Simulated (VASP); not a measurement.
Wanted: the native input for a VASP 6.6.1 run.

```yaml
Task: single point
Functional: PBEsol
Potentials_or_basis: VASP PAW PBE potentials, release 64 (Mg)
Cutoff: 520 eV
k_mesh: 8 × 8 × 5
Occupations: methfessel-paxton, width 0.05 eV
Spin: no spin polarisation
Dipole_correction: no
Further_INCAR_settings: ALGO = Normal; EDIFF = 1e-06; NBANDS = 9
```

The structure of Mg lies in POSCAR:

```
Mg
1.0
    3.1778970799      0.0000000000      0.0000000000
   -1.5889485400      2.7521396018      0.0000000000
    0.0000000000      0.0000000000      5.1593130091
Mg
2
Direct
    0.3333333333      0.6666666667      0.2500000000
    0.6666666667      0.3333333333      0.7500000000
```

These files were run (other wordings do the same):

INCAR

```
PREC = Accurate
ENCUT = 520
EDIFF = 1E-6
ISMEAR = 1
SIGMA = 0.05
LREAL = False
LASPH = True
NELM = 80
ALGO = Normal
ISIF = 2
LWAVE = False
LCHARG = False
GGA = PS
NBANDS = 9
```

KPOINTS

```
regular mesh
0
Gamma
  8 8 5
```

Potentials or basis: VASP PAW PBE potentials, release 64 (Mg).

Run with:

```bash
$ cat potpaw_PBE.64/Mg/POTCAR > POTCAR
$ mpirun -np 1 vasp_std > vasp.out
```

Results of the run:

The pressure is 0.0 GPa. The band gap on the k mesh is zero (band 2 reaches 3.69 eV, above the bottom of band 3 at 1.45 eV).

Caveat: the PAW data sets were made with another functional, which shifts forces and pressure a little.

Wall time 7 s on 1 thread of Intel(R) Xeon(R) Platinum 8559C (Emerald Rapids), on a shared host, peak memory 0.15 GiB.
